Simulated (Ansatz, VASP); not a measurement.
## One calculation of Al, two programs

```
Al
1.0
     0.00000    3.08257    3.08257
     3.08257    0.00000    3.08257
     3.08257    3.08257    0.00000
Al
2
Direct
  0.12500 0.12500 0.12500
  0.87500 0.87500 0.87500
```

Alike in both runs: task single point; functional revPBE; k mesh 10 × 10 × 10; occupations fermi-dirac, width 0.1 eV; no spin polarisation.

```csv
,VASP,Ansatz
version,VASP 6.6.1,Ansatz 0.2.0
potentials or method,"VASP PAW PBE potentials, release 64 (Al), cutoff 520 eV","plane waves (420 eV) with PAW, scalar-relativistic"
valence electrons in the cell,6,6
```

```tsv
	VASP	Ansatz	Ansatz less VASP
pressure (GPa)	-1.3	-1.3	+0.06
```

VASP's potentials were made for PBE, not for revPBE.
